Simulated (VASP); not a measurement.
# Bi2Te3 (P-3m1) in VASP: notebook

Bi2Te3 is run at these levels: PBE; tasks: single point.

Program: VASP 6.6.1. These are calculated values, not measurements. Logs are shortened: lines on timing, memory, paths and dates and some standing lists are left out, and cuts for length are marked.

**1. The cell of the first run**

It takes space group P-3m1 (No. 164, trigonal). Conventional cell: a = 4.447 Å, b = 4.447 Å, c = 32.919 Å, α = 90.00°, β = 90.00°, γ = 120.00°. Within 4.1 Å of Bi (site symmetry 3m) lie 6 Te at 3.09 to 3.29 Å. Bi (site symmetry 3m) has 6 Te at 3.09 to 3.29 Å within 4.1 Å. Within 4.1 Å of Bi (site symmetry 3m) lie 6 Te at 3.09 to 3.29 Å. Within 4.6 Å of Te (site symmetry 3m) lie 6 Bi at 3.29 Å and 12 Te at 4.45 to 4.56 Å. Within 4.6 Å of Te (site symmetry -3m) lie 6 Bi at 3.29 Å and 12 Te at 4.45 to 4.56 Å. Within 4.1 Å of Te (site symmetry 3m) lie 3 Bi at 3.09 Å and 3 Te at 4.08 Å. Within 4.1 Å of Te (site symmetry 3m) lie 3 Bi at 3.09 Å. Te (site symmetry 3m) has 3 Bi at 3.09 Å and 3 Te at 4.08 Å within 4.1 Å.

**2. Single point, PBE (the distance across one plane changed)**

INCAR

```
SYSTEM = Bi2Te3
ALGO = Normal
EDIFF = 1E-7
ENCUT = 520
GGA = PE
ISIF = 2
ISMEAR = 0
LASPH = .TRUE.
LCHARG = .TRUE.
LELF = .TRUE.
LREAL = Auto
LVHAR = .TRUE.
LWAVE = .FALSE.
NBANDS = 85
NELM = 80
PREC = Accurate
SIGMA = 0.05
```

KPOINTS

```
k-points
0
G
  9 9 1
  0 0 0
```

POSCAR

```
Bi2Te3
1.0
   -4.4465493992      0.0000000000      0.0000000000
   -2.2232746996     -3.8508247389      0.0000000000
    0.0000000000      0.0000000000     32.9186732172
Bi Te
6 9
Direct
    0.6666666667      0.6666666667      0.5510436020
    1.0000000000      0.0000000000      0.2253047424
    0.3333333333      0.3333333333      0.8767824615
    0.6666666667      0.6666666667      0.7519444102
    1.0000000000      0.0000000000      0.4262055506
    0.3333333333      0.3333333333      0.1004666911
    0.6666666667      0.6666666667      0.1628857167
    0.0000000000      0.0000000000      0.8143634359
    0.3333333333      0.3333333333      0.4886245763
    0.6666666667      0.6666666667      0.3739970591
    1.0000000000      1.0000000000      0.0482581995
    0.3333333333      0.3333333333      0.6997359186
    0.6666666667      0.6666666667      0.9289909531
    1.0000000000      0.0000000000      0.6032520935
    0.3333333333      0.3333333333      0.2775132340
```

Potentials or basis: VASP PAW PBE potentials, release 64 (Bi_d, Te).

Run with:

```bash
cat potpaw_PBE.64/Bi_d/POTCAR potpaw_PBE.64/Te/POTCAR > POTCAR
mpirun -np 1 vasp_std > vasp.out
```

OUTCAR:

```text
SYSTEM = Bi2Te3
   EDIFF = 1E-7
   ENCUT = 520
   GGA = PE
   ISIF = 2
   ISMEAR = 0
   LASPH = .TRUE.
   LREAL = Auto
   NELM = 80
   PREC = Accurate

 ion  position               nearest neighbor table
   1  0.667  0.667  0.551-  14 3.09  14 3.09  14 3.09   9 3.29   9 3.29   9 3.29
   2  0.000  0.000  0.225-  15 3.09  15 3.09  15 3.09   7 3.29   7 3.29   7 3.29
   3  0.333  0.333  0.877-  13 3.09  13 3.09  13 3.09   8 3.29   8 3.29   8 3.29
   4  0.667  0.667  0.752-  12 3.09  12 3.09  12 3.09   8 3.29   8 3.29   8 3.29
   5  0.000  0.000  0.426-  10 3.09  10 3.09  10 3.09   9 3.29   9 3.29   9 3.29
   6  0.333  0.333  0.100-  11 3.09  11 3.09  11 3.09   7 3.29   7 3.29   7 3.29
   7  0.667  0.667  0.163-   6 3.29   6 3.29   6 3.29   2 3.29   2 3.29   2 3.29
   8  0.000  0.000  0.814-   3 3.29   3 3.29   3 3.29   4 3.29   4 3.29   4 3.29
   9  0.333  0.333  0.489-   5 3.29   1 3.29   1 3.29   5 3.29   5 3.29   1 3.29
  10  0.667  0.667  0.374-   5 3.09   5 3.09   5 3.09
  11  0.000  0.000  0.048-   6 3.09   6 3.09   6 3.09
  12  0.333  0.333  0.700-   4 3.09   4 3.09   4 3.09
  13  0.667  0.667  0.929-   3 3.09   3 3.09   3 3.09
  14  0.000  0.000  0.603-   1 3.09   1 3.09   1 3.09
  15  0.333  0.333  0.278-   2 3.09   2 3.09   2 3.09

  LATTYP: Found a hexagonal cell.
 ALAT       =     4.4465493992
 C/A-ratio  =     7.4031952109

  Lattice vectors:

 A1 = (   2.2232746996,   3.8508247389,   0.0000000000)
 A2 = (  -4.4465493992,   0.0000000000,   0.0000000000)
 A3 = (   0.0000000000,   0.0000000000,  32.9186732172)

Analysis of symmetry for initial positions (statically):
=====================================================================
 Subroutine PRICEL returns:
 Original cell was already a primitive cell.

 Routine SETGRP: Setting up the symmetry group for a
 hexagonal supercell.

 Subroutine GETGRP returns: Found 12 space group operations
 (whereof  6 operations were pure point group operations)
 out of a pool of 24 trial point group operations.

The static configuration has the point symmetry C_3v.
 The point group associated with its full space group is D_3d.

Analysis of symmetry for dynamics (positions and initial velocities):
=====================================================================
 Subroutine PRICEL returns:
 Original cell was already a primitive cell.

 Routine SETGRP: Setting up the symmetry group for a
 hexagonal supercell.

 Subroutine GETGRP returns: Found 12 space group operations
[... 134 lines left out ...]
   IALGO  =     38    algorithm
   IMIX   =      4    mixing-type and parameters
     AMIX     =   0.40;   BMIX     =  1.00
     AMIX_MAG =   1.60;   BMIX_MAG =  1.00
  volume/ion in A,a.u.               =      37.58       253.59
  Fermi-wavevector in a.u.,A,eV,Ry     =   1.038778  1.963005 14.681489  1.079059
  Thomas-Fermi vector in A             =   2.173278
   LORBIT       =      0    0 simple, 1 ext, 2 COOP (PROOUT), +10 PAW based schemes
   GGA     = PE    functional components
   LHFCALC =     F    Hartree Fock is set to
   AEXX    =    0.0000 exact exchange contribution
   IVDW    =     0    specifies the selected vdW correction
   LEPSILON=     F    determine dielectric tensor
   LRPA    =     F    only Hartree local field effects (RPA)
 non-spin polarized calculation
 Gauss-broadening in eV      SIGMA  =   0.05
  energy-cutoff  :      520.00
  volume of cell :      563.66
 maximum number of plane-waves:     15231
 NGX is ok and might be reduce to    36
   NGX = 17   NGY = 17   NGZ =123

 number of electron     144.0000020 magnetization

 Free energy of the ion-electron system (eV)
  ---------------------------------------------------
  ext. energy  EPLUGINS =         0.00000000
  ---------------------------------------------------
  free energy    TOTEN  =       -55.20963258 eV

  energy without entropy =      -55.20963258  energy(sigma->0) =      -55.20963258

 E-fermi :   4.9340     XC(G=0):  -8.7777

 val. band max:        4.7071430694   @ k =   0.0000   0.0000   0.0000
 cond. band min:       5.3095596686   @ k =   0.0000   0.0000   0.0000
 fundamental gap:      0.6024165992
 Fermi energy:         4.9340272360

 k-point     1 :       0.0000    0.0000    0.0000
  band No.  band energies     occupation
      1     -18.1572      2.00000
      2     -18.1572      2.00000
      3     -18.1572      2.00000
      4     -18.1572      2.00000
      5     -18.1545      2.00000
      6     -18.1545      2.00000
[... 1033 lines left out ...]
     83       8.3707      0.00000
     84       8.3841      0.00000
 [bands above 84 left out]

------------------------ aborting loop because EDIFF is reached ----------------------------------------

  FORCE on cell =-STRESS in cart. coord.  units (eV):
  Direction    XX          YY          ZZ          XY          YZ          ZX
  --------------------------------------------------------------------------------------
  -------------------------------------------------------------------------------------
  Total       -0.3869699     -0.3869699     -0.2509632      0.0000000      0.0000000      0.0000000
  in kB       -1.0999389     -1.0999389     -0.7133480      0.0000000      0.0000000      0.0000000
  external PRESSURE =      -0.9710752 kB  Pullay stress =       0.0000000 kB

 VOLUME and BASIS-vectors are now :
 -----------------------------------------------------------------------------
  energy-cutoff  :      520.00
  volume of cell :      563.66
      direct lattice vectors                 reciprocal lattice vectors
    -4.446549399  0.000000000  0.000000000    -0.224893487  0.129842315  0.000000000
    -2.223274700 -3.850824739  0.000000000     0.000000000 -0.259684631  0.000000000
     0.000000000  0.000000000 32.918673217     0.000000000  0.000000000  0.030377895

 POSITION                                       TOTAL-FORCE (eV/Angst)
 -----------------------------------------------------------------------------------
     -4.44655     -2.56722     18.13962        -0.000000      0.000000     -0.018155
      0.00000      0.00000      7.41673        -0.000000     -0.000000     -0.000765
     -2.22327     -1.28361     28.86252        -0.000000     -0.000000      0.049644
     -4.44655     -2.56722     24.75301         0.000000      0.000000      0.000765
      0.00000      0.00000     14.03012         0.000000     -0.000000      0.018155
     -2.22327     -1.28361      3.30723         0.000000      0.000000     -0.049644
     -4.44655     -2.56722      5.36198        -0.000000     -0.000000      0.003826
      0.00000      0.00000     26.80776         0.000000      0.000000     -0.003826
     -2.22327     -1.28361     16.08487        -0.000000     -0.000000      0.000000
     -4.44655     -2.56722     12.31149         0.000000      0.000000     -0.009337
      0.00000      0.00000      1.58860        -0.000000     -0.000000      0.009010
     -2.22327     -1.28361     23.03438         0.000000      0.000000     -0.023034
     -4.44655     -2.56722     30.58115         0.000000      0.000000     -0.009010
      0.00000      0.00000     19.85826        -0.000000     -0.000000      0.009337
     -2.22327     -1.28361      9.13537        -0.000000     -0.000000      0.023034
 -----------------------------------------------------------------------------------
    total drift:                               -0.000000     -0.000000     -0.000077

  FREE ENERGIE OF THE ION-ELECTRON SYSTEM (eV)
  ---------------------------------------------------
  free  energy   TOTEN  =       -55.2096325828 eV

  energy  without entropy=      -55.2096325828  energy(sigma->0) =      -55.20963258
```

OSZICAR:

```text
N       E                     dE             d eps       ncg     rms          rms(c)
DAV:   1     0.144620128495E+04    0.14462E+04   -0.64339E+04  2048   0.162E+03
DAV:   2     0.130033053155E+03   -0.13162E+04   -0.12799E+04  2208   0.415E+02
DAV:   3    -0.450211771202E+02   -0.17505E+03   -0.16834E+03  2454   0.173E+02
[... 13 lines left out ...]
DAV:  17    -0.552096338364E+02   -0.26679E-06   -0.24869E-05  2249   0.137E-02    0.232E-02
DAV:  18    -0.552096335184E+02    0.31796E-06   -0.36486E-06  2195   0.570E-03    0.233E-02
DAV:  19    -0.552096328258E+02    0.69258E-06   -0.11391E-06  2110   0.510E-03    0.160E-02
DAV:  20    -0.552096326505E+02    0.17536E-06   -0.78458E-07  1971   0.372E-03    0.925E-03
DAV:  21    -0.552096325828E+02    0.67716E-07   -0.95320E-08  1195   0.130E-03
   1 F= -.55209633E+02 E0= -.55209633E+02  d E =-.397796E-12
```

Wall time 19 min (1 thread of Intel Xeon Platinum 8259CL at 2.50GHz (Skylake/Cascade Lake), shared host); peak memory 0.84 GiB.

What came out:

| Quantity | Value |
| --- | --- |
| Free energy | -55.2096 eV |
| Pressure | -0.1 GPa |
| Largest force | 0.050 eV/Å |
| Band gap on the k mesh | 0.60 eV |

Forces on the atoms (eV/Å):
```
Bi   0.000  0.000 -0.018
Bi   0.000  0.000 -0.001
Bi   0.000  0.000  0.050
Bi   0.000  0.000  0.001
Bi   0.000  0.000  0.018
Bi   0.000  0.000 -0.050
Te   0.000  0.000  0.004
Te   0.000  0.000 -0.004
Te   0.000  0.000  0.000
Te   0.000  0.000 -0.009
Te   0.000  0.000  0.009
Te   0.000  0.000 -0.023
Te   0.000  0.000 -0.009
Te   0.000  0.000  0.009
Te   0.000  0.000  0.023
```

Caveat: the cell differs from its parent crystal (the distance across one plane changed); spin-orbit coupling is left out, which moves the levels of the heavy elements; this functional lacks dispersion, which binds layers or chains, so the pressure and a relaxed spacing across them are unreliable.

**3. Single point, PBE (the distance across one plane changed)**

INCAR

```
PREC     = Accurate       # precision mode
ENCUT    = 520            # plane-wave cutoff, eV
EDIFF    = 1E-6           # SCF threshold, eV
ISMEAR   = 0              # smearing method
SIGMA    = 0.05           # smearing width, eV
LREAL    = Auto         
LASPH    = T              # aspherical terms in the spheres
NELM     = 60             # most SCF steps
ALGO     = Normal         # electronic algorithm
ISIF     = 2              # what is computed and relaxed
LWAVE    = F              # write WAVECAR
LCHARG   = F              # write CHGCAR
GGA      = PE             # functional
NBANDS   = 85             # bands
```

KPOINTS

```
regular mesh
0
Gamma
  9 9 1
```

POSCAR

```
Bi2Te3
1.0
   -4.4465493992      0.0000000000      0.0000000000
   -2.2232746996     -3.8508247389      0.0000000000
    0.0000000000      0.0000000000     31.8686732172
Bi Te
6 9
Direct
    0.6666666667      0.6666666667      0.5691992302
    1.0000000000      0.0000000000      0.2327280191
    0.3333333333      0.3333333333      0.9056704412
    0.6666666667      0.6666666667      0.7767192612
    1.0000000000      0.0000000000      0.4402480502
    0.3333333333      0.3333333333      0.1037768391
    0.6666666667      0.6666666667      0.1682524291
    0.0000000000      0.0000000000      0.8411948512
    0.3333333333      0.3333333333      0.5047236402
    0.6666666667      0.6666666667      0.3863194080
    1.0000000000      1.0000000000      0.0498481970
    0.3333333333      0.3333333333      0.7227906191
    0.6666666667      0.6666666667      0.9595990833
    1.0000000000      0.0000000000      0.6231278723
    0.3333333333      0.3333333333      0.2866566612
```

Potentials or basis: VASP PAW PBE potentials, release 64 (Bi_d, Te).

Run with:

```bash
cat potpaw_PBE.64/Bi_d/POTCAR potpaw_PBE.64/Te/POTCAR > POTCAR
mpirun -np 1 vasp_std > vasp.out
```

OUTCAR:

```text
PREC = Accurate
   ENCUT = 520
   EDIFF = 1E-6
   ISMEAR = 0
   LREAL = Auto
   LASPH = T
   NELM = 60
   ISIF = 2
   GGA = PE

 ion  position               nearest neighbor table
   1  0.667  0.667  0.569-  14 3.09  14 3.09  14 3.09   9 3.29   9 3.29   9 3.29
   2  0.000  0.000  0.233-  15 3.09  15 3.09  15 3.09   7 3.29   7 3.29   7 3.29
   3  0.333  0.333  0.906-  13 3.09  13 3.09  13 3.09   8 3.29   8 3.29   8 3.29
   4  0.667  0.667  0.777-  12 3.09  12 3.09  12 3.09   8 3.29   8 3.29   8 3.29
   5  0.000  0.000  0.440-  10 3.09  10 3.09  10 3.09   9 3.29   9 3.29   9 3.29
   6  0.333  0.333  0.104-  11 3.09  11 3.09  11 3.09   7 3.29   7 3.29   7 3.29
   7  0.667  0.667  0.168-   6 3.29   2 3.29   6 3.29   2 3.29   2 3.29   6 3.29
   8  0.000  0.000  0.841-   3 3.29   4 3.29   4 3.29   3 3.29   3 3.29   4 3.29
   9  0.333  0.333  0.505-   5 3.29   1 3.29   1 3.29   5 3.29   5 3.29   1 3.29
  10  0.667  0.667  0.386-   5 3.09   5 3.09   5 3.09
  11  0.000  0.000  0.050-   6 3.09   6 3.09   6 3.09
  12  0.333  0.333  0.723-   4 3.09   4 3.09   4 3.09
[... 1257 lines left out ...]

  FORCE on cell =-STRESS in cart. coord.  units (eV):
  Direction    XX          YY          ZZ          XY          YZ          ZX
  --------------------------------------------------------------------------------------
  -------------------------------------------------------------------------------------
  Total        0.0852400      0.0852400      0.2237096      0.0000000      0.0000000      0.0000000
  in kB        0.2502724      0.2502724      0.6568320      0.0000000      0.0000000      0.0000000
  external PRESSURE =       0.3857923 kB  Pullay stress =       0.0000000 kB

 VOLUME and BASIS-vectors are now :
 -----------------------------------------------------------------------------
  energy-cutoff  :      520.00
  volume of cell :      545.68
      direct lattice vectors                 reciprocal lattice vectors
    -4.446549399  0.000000000  0.000000000    -0.224893487  0.129842315  0.000000000
    -2.223274700 -3.850824739  0.000000000     0.000000000 -0.259684631  0.000000000
     0.000000000  0.000000000 31.868673217     0.000000000  0.000000000  0.031378777

 POSITION                                       TOTAL-FORCE (eV/Angst)
 -----------------------------------------------------------------------------------
     -4.44655     -2.56722     18.13962         0.000000     -0.000000     -0.005799
      0.00000      0.00000      7.41673        -0.000000     -0.000000     -0.033054
     -2.22327     -1.28361     28.86252         0.000000      0.000000     -0.041622
     -4.44655     -2.56722     24.75301        -0.000000      0.000000      0.033054
      0.00000      0.00000     14.03012        -0.000000     -0.000000      0.005799
     -2.22327     -1.28361      3.30723        -0.000000     -0.000000      0.041622
     -4.44655     -2.56722      5.36198         0.000000     -0.000000      0.006493
      0.00000      0.00000     26.80776        -0.000000     -0.000000     -0.006493
     -2.22327     -1.28361     16.08487         0.000000      0.000000      0.000000
     -4.44655     -2.56722     12.31149        -0.000000     -0.000000     -0.015201
      0.00000      0.00000      1.58860         0.000000      0.000000     -0.001403
     -2.22327     -1.28361     23.03438        -0.000000     -0.000000     -0.006353
     -4.44655     -2.56722     30.58115        -0.000000     -0.000000      0.001403
      0.00000      0.00000     19.85826         0.000000      0.000000      0.015201
     -2.22327     -1.28361      9.13537         0.000000     -0.000000      0.006353
 -----------------------------------------------------------------------------------
    total drift:                                0.000000      0.000000      0.000005

  FREE ENERGIE OF THE ION-ELECTRON SYSTEM (eV)
  ---------------------------------------------------
  free  energy   TOTEN  =       -55.2209382398 eV

  energy  without entropy=      -55.2209382398  energy(sigma->0) =      -55.22093824
```

OSZICAR:

```text
N       E                     dE             d eps       ncg     rms          rms(c)
DAV:   1     0.144320895277E+04    0.14432E+04   -0.64176E+04  2048   0.163E+03
DAV:   2     0.133430176816E+03   -0.13098E+04   -0.12709E+04  2200   0.418E+02
DAV:   3    -0.450410942381E+02   -0.17847E+03   -0.17213E+03  2425   0.175E+02
DAV:   4    -0.555693176699E+02   -0.10528E+02   -0.10369E+02  2294   0.423E+01
DAV:   5    -0.561925282467E+02   -0.62321E+00   -0.62069E+00  2904   0.999E+00    0.113E+01
DAV:   6    -0.551724464489E+02    0.10201E+01   -0.23111E+00  2481   0.541E+00    0.907E+00
DAV:   7    -0.552200259426E+02   -0.47579E-01   -0.10832E+00  2576   0.290E+00    0.206E+00
DAV:   8    -0.552299223068E+02   -0.98964E-02   -0.15891E-01  2387   0.184E+00    0.116E+00
DAV:   9    -0.552298573716E+02    0.64935E-04   -0.30766E-02  2379   0.156E+00    0.829E-01
DAV:  10    -0.552215868264E+02    0.82705E-02   -0.13010E-02  2529   0.126E+00    0.485E-01
DAV:  11    -0.552206532853E+02    0.93354E-03   -0.20927E-02  2441   0.702E-01    0.280E-01
DAV:  12    -0.552211199495E+02   -0.46666E-03   -0.10486E-02  2299   0.363E-01    0.180E-01
DAV:  13    -0.552208560213E+02    0.26393E-03   -0.17074E-03  2395   0.225E-01    0.140E-01
DAV:  14    -0.552209396511E+02   -0.83630E-04   -0.97998E-04  2542   0.844E-02    0.920E-02
DAV:  15    -0.552209354833E+02    0.41678E-05   -0.53695E-05  2563   0.277E-02    0.518E-02
DAV:  16    -0.552209424195E+02   -0.69362E-05   -0.34448E-05  2289   0.351E-02    0.326E-02
DAV:  17    -0.552209387639E+02    0.36556E-05   -0.91510E-06  2459   0.229E-02    0.138E-02
DAV:  18    -0.552209382398E+02    0.52406E-06   -0.57687E-06  2019   0.654E-03
   1 F= -.55220938E+02 E0= -.55220938E+02  d E =-.702784E-12
```

stdout:

```text
POSCAR found type information on POSCAR BiTe
 POSCAR found :  2 types and      15 ions
 scaLAPACK will be used
 LDA part: xc-table for (Slater+PW92), standard interpolation
 POSCAR, INCAR and KPOINTS ok, starting setup
 FFT: planning ... GRIDC
 FFT: planning ... GRID_SOFT
 FFT: planning ... GRID
 WAVECAR not read
 entering main loop
```

It took 21 min on 1 thread of Intel Xeon Platinum 8259CL at 2.50GHz (Skylake/Cascade Lake), shared host; peak memory 0.81 GiB.

What came out:

```
Free energy            : -55.2209 eV
Pressure               : 0.0 GPa
Largest force          : 0.042 eV/Å
Band gap on the k mesh : 0.46 eV
```

Forces on the atoms (eV/Å):
```
Bi   0.000  0.000 -0.006
Bi   0.000  0.000 -0.033
Bi   0.000  0.000 -0.042
Bi   0.000  0.000  0.033
Bi   0.000  0.000  0.006
Bi   0.000  0.000  0.042
Te   0.000  0.000  0.006
Te   0.000  0.000 -0.006
Te   0.000  0.000  0.000
Te   0.000  0.000 -0.015
Te   0.000  0.000 -0.001
Te   0.000  0.000 -0.006
Te   0.000  0.000  0.001
Te   0.000  0.000  0.015
Te   0.000  0.000  0.006
```

Caveat: the cell differs from its parent crystal (the distance across one plane changed); spin-orbit coupling is left out, which moves the levels of the heavy elements; this functional lacks dispersion, which binds layers or chains, so the pressure and a relaxed spacing across them are unreliable. A k mesh can miss the band edges.
